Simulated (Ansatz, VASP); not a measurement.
# One calculation of C, two programs

```
CELL_PARAMETERS angstrom
2.52210 0.00000 0.00000
-1.26105 2.18420 0.00000
0.00000 0.00000 8.23710
ATOMIC_POSITIONS crystal
C 0.66667 0.33333 0.84375
C 0.33333 0.66667 0.34375
C 0.66667 0.33333 0.65625
C 0.33333 0.66667 0.15625
C 0.00000 0.00000 0.90625
C 0.00000 0.00000 0.40625
C 0.00000 0.00000 0.59375
C 0.00000 0.00000 0.09375
```

Alike in both runs: functional LDA; k mesh 12 × 12 × 4; occupations fermi-dirac, width 0.05 eV; no spin polarisation.

|  | VASP | Ansatz |
| --- | --- | --- |
| version | VASP 6.6.1 | Ansatz 0.2.0 |
| potentials or method | VASP PAW LDA potentials, release 64 (C) | Ansatz PAW |
| plane-wave cutoff (eV) | 520 | 420 |
| valence electrons in the cell | 32 | 32 |
| task | single point | band structure |

VASP gave:

- gap on the k mesh at the Fermi level (eV): 4.37
- least direct gap on the mesh (eV): 5.13
- pressure (GPa): -11.1
- traceless stress, the component that is largest in VASP (GPa): 8.32
- rms of the force components (eV/Å): 0.190

**Question.** What did Ansatz give for the same quantities?

**Answer.** gap on the k mesh at the Fermi level (eV): 4.38; least direct gap on the mesh (eV): 5.14; pressure (GPa): -12.6; traceless stress, the component that is largest in VASP (GPa): 8.31; rms of the force components (eV/Å): 0.189.

LDA's correlation is that of Perdew and Zunger in VASP and of Perdew and Wang (1992) in Ansatz. Atom by atom the forces differ by 0.001 eV/Å (rms over components).

Noted on Ansatz's run: Pulay correction over one GPa.
